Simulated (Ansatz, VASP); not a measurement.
# Mg: VASP beside Ansatz

```
Mg
1.0
     3.05030    0.00000    0.00000
    -1.52515    2.64164    0.00000
     0.00000    0.00000    3.04484
Mg
1
Direct
  0.00000 0.00000 0.01642
```

Alike in both runs: task single point; functional PBE; k mesh 9 × 9 × 8; occupations gaussian, width 0.045 eV; no spin polarisation.

|  | VASP | Ansatz |
| --- | --- | --- |
| version | VASP 6.6.1 | Ansatz 0.2.0 |
| potentials or method | VASP PAW PBE potentials, release 64 (Mg), cutoff 520 eV | scalar-relativistic, plane waves, PAW |
| valence electrons in the cell | 2 | 10 |

```tsv
	VASP	Ansatz	Ansatz less VASP
gap on the k mesh at the Fermi level (eV)	none	none	-
pressure (GPa)	1.2	1.3	+0.08
traceless stress, the component that is largest in VASP (GPa)	-0.81	-0.83	-0.021
```

A gap of «none» marks a metal or a gap that the smearing closes. VASP's potentials hold 2 valence electrons a cell and Ansatz's 10, so a difference there can come from the potentials and not from the codes.
